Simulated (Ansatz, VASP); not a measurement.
# One calculation of Pd, two programs

The input INCAR:

```
SYSTEM = Pd
PREC = Accurate
ENCUT = 520
EDIFF = 1E-8
ISMEAR = -1
SIGMA = 0.05
LREAL = .False.
LASPH = .True.
NELM = 100
ALGO = Normal
ISIF = 2
LWAVE = .False.
LCHARG = .False.
GGA = PE
LEFG = .True.
NBANDS = 11
```

KPOINTS

```
regular mesh
0
Gamma
  18 18 18
  0 0 0
```

Contents of POSCAR:

```
Pd
1.0
    0.0000000000      1.9383952691      1.9383952691
    1.9383952691      0.0000000000      1.9383952691
    1.9383952691      1.9383952691      0.0000000000
Pd
1
Direct
    0.0000000000      0.0000000000      0.0000000000
```

Input for Ansatz:

```yaml
crystal:
  lattice:
    - [0.0, 1.9383952691, 1.9383952691]
    - [1.9383952691, 0.0, 1.9383952691]
    - [1.9383952691, 1.9383952691, 0.0]
  atoms:
    - { symbol: Pd, position: [0.0, 0.0, 0.0] }
kpoints:
  mp_grid: { grid: [18, 18, 18] }
scf:
  occupations: { method: fermi_dirac, width: 0.05 }
hamiltonian:
  xc: pbe
  pseudopotentials: { kind: all_electron, datasets: crystal }
output:
  forces: true
  stress: true
  eigenvalues: true
  efg: { contact_densities: true }
```

Change from the starting cell: volume scaled by 0.99, crystal datasets.

Alike in both runs: task electric field gradients; functional PBE; k mesh 18 × 18 × 18; occupations fermi-dirac, width 0.05 eV; no spin polarisation.

```csv
,VASP,Ansatz
version,VASP 6.6.1,Ansatz 0.2.0
potentials or method,"VASP PAW PBE potentials, release 64 (Pd), cutoff 520 eV","all-electron PAW with datasets made for the crystal, scalar-relativistic"
```

|  | VASP | Ansatz | Ansatz less VASP |
| --- | --- | --- | --- |
| pressure (GPa) | 9.4 | 9.7 | +0.27 |

Ansatz ran all-electron here, and VASP with PAW potentials.
